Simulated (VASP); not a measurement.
Wanted: the native input for a VASP 6.6.1 run.

* Task: single point
* Functional: PBE
* Potentials or basis: VASP PAW PBE potentials, release 64 (K_sv, I)
* Cutoff: 520 eV
* k mesh: 6 × 6 × 6
* Occupations: fermi-dirac, width 0.02 eV
* Spin: no spin polarisation
* Dipole correction: no
* Further INCAR settings: ALGO = Normal; EDIFF = 1e-07; NBANDS = 15

The structure of KI lies in POSCAR:

```
KI
1.0
    4.0339128391      0.0000000000      0.0000000000
    0.0000000000      4.0339128391      0.0000000000
    0.0000000000      0.0000000000      4.3744864235
K I
1 1
Direct
    0.0000000000      0.0000000000      0.0000000000
    0.5000000000      0.5000000000      0.5000000000
```

This cell differs from its parent crystal: epitaxial xy strain -6.0%.

The input as run:

INCAR

```
PREC = Accurate
ENCUT = 520
EDIFF = 1E-7
ISMEAR = -1
SIGMA = 0.02
LREAL = False
LASPH = True
NELM = 60
ALGO = Normal
ISIF = 2
LWAVE = False
LCHARG = False
GGA = PE
NBANDS = 15
```

KPOINTS

```
regular mesh
0
Gamma
  6 6 6
```

Potentials or basis: VASP PAW PBE potentials, release 64 (K_sv, I).

The run is started by

```console
$ cat potpaw_PBE.64/K_sv/POTCAR potpaw_PBE.64/I/POTCAR > POTCAR
$ mpirun -np 1 vasp_std > vasp.out
```

It gave:

| Property | Result |
| --- | --- |
| Pressure | 2.5 GPa |
| Band gap on the k mesh | 3.27 eV, indirect (least direct gap 3.55 eV) |

Caveat: the cell differs from its parent crystal (epitaxial xy strain -6.0%); spin-orbit coupling is left out, which moves the levels of the heavy elements.

It took 32 s on 1 thread of Intel(R) Xeon(R) Platinum 8488C (Sapphire Rapids), on a shared host, peak memory 0.19 GiB.
